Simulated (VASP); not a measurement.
# Ag (P6_3/mmc) in VASP: a series of runs

Ag is run at these levels: LDA; tasks: single point.

Everything below comes from runs of VASP 6.6.1. Logs are shortened: lines on timing, memory, paths and dates and some standing lists are left out, and cuts for length are marked.

### Step 1. The cell of the first run

It takes space group P6_3/mmc (No. 194, hexagonal). The conventional cell has a = 2.817 Å, b = 2.817 Å, c = 9.318 Å, α = 90.00°, β = 90.00°, γ = 120.00°. Within 3.7 Å of Ag (site symmetry -6m2) lie 12 Ag at 2.82 to 2.84 Å. Within 3.7 Å of Ag (site symmetry -3m) lie 12 Ag at 2.82 to 2.84 Å.

This isn't the form of Ag at room conditions, which is fcc.

### Step 2. Single point, LDA

INCAR

```
SYSTEM = Ag
PREC = Accurate ; ENCUT = 520
EDIFF = 1E-7 ; ISMEAR = -1
SIGMA = 0.1 ; LREAL = .False.
LASPH = .True. ; NELM = 100
ALGO = Normal ; ISIF = 2
LWAVE = .False. ; LCHARG = .True.
LELF = .True. ; LVHAR = .True.
NBANDS = 30
```

KPOINTS

```
regular mesh
0
Gamma
  13 13 3
  0 0 0
```

POSCAR

```
Ag
1.0
    2.8168949102      0.0000000000      0.0000000000
   -1.4084474551      2.4395025520      0.0000000000
    0.0000000000      0.0000000000      9.3175807834
Ag
4
Direct
    0.3333333333      0.6666666667      0.2500000000
    0.6666666667      0.3333333333      0.7500000000
    1.0000000000      0.0000000000      0.0000000000
    1.0000000000      0.0000000000      0.5000000000
```

Potentials or basis: VASP PAW LDA potentials, release 64 (Ag).

Launch:

```
cat potpaw_LDA.64/Ag/POTCAR > POTCAR
mpirun -np 1 vasp_std > vasp.out
```

OUTCAR:

```text
SYSTEM = Ag
   PREC = Accurate
   ENCUT = 520
   EDIFF = 1E-7
   ISMEAR = -1
   LREAL = .False.
   LASPH = .True.
   NELM = 100
   ISIF = 2

 ion  position               nearest neighbor table
   1  0.333  0.667  0.250-   3 2.84   4 2.84   3 2.84   4 2.84   3 2.84   4 2.84
   2  0.667  0.333  0.750-   3 2.84   4 2.84   3 2.84   4 2.84   3 2.84   4 2.84
   3  0.000  0.000  0.000-   1 2.84   2 2.84   1 2.84   2 2.84   2 2.84   1 2.84
   4  0.000  0.000  0.500-   1 2.84   2 2.84   1 2.84   2 2.84   2 2.84   1 2.84

  LATTYP: Found a hexagonal cell.
 ALAT       =     2.8168949102
 C/A-ratio  =     3.3077488087

  Lattice vectors:

 A1 = (   2.8168949102,   0.0000000000,   0.0000000000)
 A2 = (  -1.4084474551,   2.4395025520,   0.0000000000)
 A3 = (   0.0000000000,   0.0000000000,   9.3175807834)

Analysis of symmetry for initial positions (statically):
=====================================================================
 Subroutine PRICEL returns:
 Original cell was already a primitive cell.

 Routine SETGRP: Setting up the symmetry group for a
 hexagonal supercell.

 Subroutine GETGRP returns: Found 24 space group operations
 (whereof 12 operations were pure point group operations)
 out of a pool of 24 trial point group operations.

The static configuration has the point symmetry D_3d.
 The point group associated with its full space group is D_6h.

Analysis of symmetry for dynamics (positions and initial velocities):
=====================================================================
 Subroutine PRICEL returns:
 Original cell was already a primitive cell.

 Routine SETGRP: Setting up the symmetry group for a
 hexagonal supercell.

 Subroutine GETGRP returns: Found 24 space group operations
 (whereof 12 operations were pure point group operations)
 out of a pool of 24 trial point group operations.

The dynamic configuration has the point symmetry D_3d.
 The point group associated with its full space group is D_6h.

 Subroutine INISYM returns: Found 24 space group operations
 (whereof 12 operations are pure point group operations),
 and found     1 'primitive' translations

----------------------------------------------------------------------------------------

                                     Primitive cell

  volume of cell :      64.0288

  direct lattice vectors                    reciprocal lattice vectors
     2.816894910  0.000000000  0.000000000     0.355000819  0.204959818  0.000000000
    -1.408447455  2.439502552  0.000000000     0.000000000  0.409919637  0.000000000
     0.000000000  0.000000000  9.317580783     0.000000000  0.000000000  0.107323996

  length of vectors
     2.816894910  2.816894910  9.317580783     0.409919637  0.409919637  0.107323996

  position of ions in fractional coordinates (direct lattice)
     0.333333333  0.666666667  0.250000000
     0.666666667  0.333333333  0.750000000
     0.000000000  0.000000000  0.000000000
     0.000000000  0.000000000  0.500000000

  ion indices of the primitive-cell ions
   primitive index   ion index
                 1           1
                 2           2
                 3           3
                 4           4

----------------------------------------------------------------------------------------

 KPOINTS: regular mesh

Automatic generation of k-mesh.
 Grid dimensions read from file:
 generate k-points for:   13   13    3

 Generating k-lattice:

  Cartesian coordinates                     Fractional coordinates (reciprocal lattice)
     0.027307755  0.015766140  0.000000000     0.076923077  0.000000000  0.000000000
     0.000000000  0.031532280  0.000000000     0.000000000  0.076923077  0.000000000
     0.000000000  0.000000000  0.035774665     0.000000000  0.000000000  0.333333333

  Length of vectors
     0.031532280  0.031532280  0.035774665

  Shift w.r.t. Gamma in fractional coordinates (k-lattice)
     0.000000000  0.000000000  0.000000000

 Subroutine IBZKPT returns following result:
 ===========================================

 Found     42 irreducible k-points:

 Following reciprocal coordinates:
            Coordinates               Weight
  0.000000  0.000000  0.000000      1.000000
  0.076923  0.000000  0.000000      6.000000
  0.153846  0.000000  0.000000      6.000000
  0.230769  0.000000  0.000000      6.000000
  0.307692  0.000000  0.000000      6.000000
  0.384615  0.000000  0.000000      6.000000
[... 16 lines left out ...]
  0.076923  0.000000  0.333333     12.000000
  0.153846  0.000000  0.333333     12.000000
 [... further k-points ...]
   k-points           NKPTS =     42   k-points in BZ     NKDIM =     42   number of bands    NBANDS=     30
   number of dos      NEDOS =    301   number of ions     NIONS =      4
   total plane-waves  NPLWV =  40320
   dimension x,y,z NGX =    24 NGY =   24 NGZ =   70
   dimension x,y,z NGXF=    48 NGYF=   48 NGZF=  140
   ions per type =               4
   NGX,Y,Z   is equivalent  to a cutoff of  14.16, 14.16, 12.49 a.u.
   NGXF,Y,Z  is equivalent  to a cutoff of  28.33, 28.33, 24.98 a.u.
 SYSTEM =  Ag
   PREC   = accura    normal or accurate (medium, high low for compatibility)
   ISTART =      0    job   : 0-new  1-cont  2-samecut
   ICHARG =      2    charge: 1-file 2-atom 10-const
   ISPIN  =      1    spin polarized calculation?
   LNONCOLLINEAR =      F non collinear calculations
   LSORBIT =      F    spin-orbit coupling
   LASPH  =      T    aspherical Exc in radial PAW
   ENCUT  =  520.0 eV  38.22 Ry    6.18 a.u.   5.24  5.24 17.32*2*pi/ulx,y,z
   NELM   =    100;   NELMIN=  2; NELMDL= -5     # of ELM steps
   EDIFF  = 0.1E-06   stopping-criterion for ELM
   LREAL  =      F    real-space projection
   EDIFFG = 0.1E-05   stopping-criterion for IOM
   NSW    =      0    number of steps for IOM
   IBRION =     -1    ionic relax: 0-MD 1-quasi-New 2-CG
   NFREE  =      0    steps in history (QN), initial steepest desc. (CG)
   ISIF   =      2    stress and relaxation
   ISYM   =      2    0-nonsym 1-usesym 2-fastsym
   POTIM  = 0.5000    time-step for ionic-motion
   TEBEG  =    0.0;   TEEND  =   0.0 temperature during run
   PSTRESS=    0.0 pullay stress
   NELECT =      44.0000    total number of electrons
   NUPDOWN=      -1.0000    fix difference up-down
   EMIN   =  10.00;   EMAX   =-10.00  energy-range for DOS
   EFERMI =   0.00;   METHOD = LEGACY
   ISMEAR =    -1;   SIGMA  =   0.10  broadening in eV -4-tet -1-fermi 0-gaus
   EFERMI_NEDOS =   21; number of points for ismear=-14 and -15
   IALGO  =     38    algorithm
   IMIX   =      4    mixing-type and parameters
     AMIX     =   0.40;   BMIX     =  1.00
     AMIX_MAG =   1.60;   BMIX_MAG =  1.00
  volume/ion in A,a.u.               =      16.01       108.02
  Fermi-wavevector in a.u.,A,eV,Ry     =   1.444666  2.730022 28.396161  2.087059
  Thomas-Fermi vector in A             =   2.562935
   LORBIT       =      0    0 simple, 1 ext, 2 COOP (PROOUT), +10 PAW based schemes
   GGA     = CA    functional components
   LHFCALC =     F    Hartree Fock is set to
   AEXX    =    0.0000 exact exchange contribution
   IVDW    =     0    specifies the selected vdW correction
   LEPSILON=     F    determine dielectric tensor
   LRPA    =     F    only Hartree local field effects (RPA)
 non-spin polarized calculation
  energy-cutoff  :      520.00
  volume of cell :       64.03
 maximum number of plane-waves:      1739
 NGX is ok and might be reduce to    24
   NGX = 11   NGY = 11   NGZ = 35

 number of electron      43.9999997 magnetization

 Free energy of the ion-electron system (eV)
  ---------------------------------------------------
  ext. energy  EPLUGINS =         0.00000000
  ---------------------------------------------------
  free energy    TOTEN  =       -15.14202718 eV

  energy without entropy =      -15.10959420  energy(sigma->0) =      -15.12581069

 E-fermi :   9.2223     XC(G=0): -12.9588

 val. band max:        9.1464323827   @ k =   0.4615   0.0769   0.0000
 cond. band min:       9.2526342674   @ k =   0.3846   0.0769   0.0000
 fundamental gap:      0.1062018847
 Fermi energy:         9.2223138204

 k-point     1 :       0.0000    0.0000    0.0000
  band No.  band energies     occupation
      1       0.7620      2.00000
      2       2.1944      2.00000
      3       2.1952      2.00000
      4       2.2375      2.00000
      5       3.9867      2.00000
      6       4.0402      2.00000
[... 22 lines left out ...]
     29      24.9565      0.00000
     30      25.9360      0.00000

 k-point     2 :       0.0769    0.0000    0.0000
  band No.  band energies     occupation
      1       0.9368      2.00000
      2       2.3448      2.00000
      3       2.3500      2.00000
      4       2.3537      2.00000
      5       3.9018      2.00000
      6       3.9852      2.00000
[... 22 lines left out ...]
     29      24.9371      0.00000
     30      25.4749      0.00000

 k-point     3 :       0.1538    0.0000    0.0000
  band No.  band energies     occupation
      1       1.4288      2.00000
      2       2.6099      2.00000
      3       2.7353      2.00000
      4       2.7470      2.00000
      5       3.5603      2.00000
      6       3.7260      2.00000
[... 22 lines left out ...]
     29      23.9029      0.00000
     30      23.9449      0.00000

 k-point     4 :       0.2308    0.0000    0.0000
  band No.  band energies     occupation
      1       2.0881      2.00000
      2       2.7413      2.00000
      3       2.9122      2.00000
      4       3.0464      2.00000
      5       3.3519      2.00000
      6       3.4358      2.00000
[... 616 lines left out ...]
     29      25.0540      0.00000
     30      25.2831      0.00000

 k-point    23 :       0.0769    0.0000    0.3333
  band No.  band energies     occupation
      1       1.1543      2.00000
      2       1.7405      2.00000
      3       2.3954      2.00000
      4       2.4796      2.00000
      5       3.8101      2.00000
      6       3.8866      2.00000
[... 22 lines left out ...]
     29      24.9310      0.00000
     30      25.2474      0.00000

 k-point    24 :       0.1538    0.0000    0.3333
  band No.  band energies     occupation
      1       1.6260      2.00000
      2       2.1585      2.00000
      3       2.6815      2.00000
      4       2.8059      2.00000
      5       3.6617      2.00000
      6       3.7516      2.00000
[... 22 lines left out ...]
     29      24.0287      0.00000
     30      24.8764      0.00000

 [... further k-points ...]

------------------------ aborting loop because EDIFF is reached ----------------------------------------

  FORCE on cell =-STRESS in cart. coord.  units (eV):
  Direction    XX          YY          ZZ          XY          YZ          ZX
  --------------------------------------------------------------------------------------
  -------------------------------------------------------------------------------------
  Total        0.0640386      0.0640386      0.0533668      0.0000000      0.0000000      0.0000000
  in kB        1.6024239      1.6024239      1.3353855      0.0000000      0.0000000      0.0000000
  external PRESSURE =       1.5134111 kB  Pullay stress =       0.0000000 kB

 VOLUME and BASIS-vectors are now :
 -----------------------------------------------------------------------------
  energy-cutoff  :      520.00
  volume of cell :       64.03
      direct lattice vectors                 reciprocal lattice vectors
     2.816894910  0.000000000  0.000000000     0.355000819  0.204959818  0.000000000
    -1.408447455  2.439502552  0.000000000     0.000000000  0.409919637  0.000000000
     0.000000000  0.000000000  9.317580783     0.000000000  0.000000000  0.107323996

 POSITION                                       TOTAL-FORCE (eV/Angst)
 -----------------------------------------------------------------------------------
     -0.00000      1.62634      2.32940         0.000000     -0.000000     -0.000000
      1.40845      0.81317      6.98819         0.000000      0.000000     -0.000000
      0.00000      0.00000      0.00000        -0.000000      0.000000      0.000000
      0.00000      0.00000      4.65879        -0.000000      0.000000      0.000000
 -----------------------------------------------------------------------------------
    total drift:                               -0.000000      0.000000      0.000000

  FREE ENERGIE OF THE ION-ELECTRON SYSTEM (eV)
  ---------------------------------------------------
  free  energy   TOTEN  =       -15.1420271812 eV

  energy  without entropy=      -15.1095942008  energy(sigma->0) =      -15.12581069
```

Wall time 1.8 min (1 thread of AMD EPYC 7R13, shared host); peak memory 0.16 GiB.

What came out:

| Quantity | Value |
| --- | --- |
| Free energy | -15.1420 eV |
| Pressure | 0.2 GPa |
| Band gap on the k mesh | zero (bands 22 and 23 overlap by 6.71 eV) |

(Part 1 of 2 ends here.)
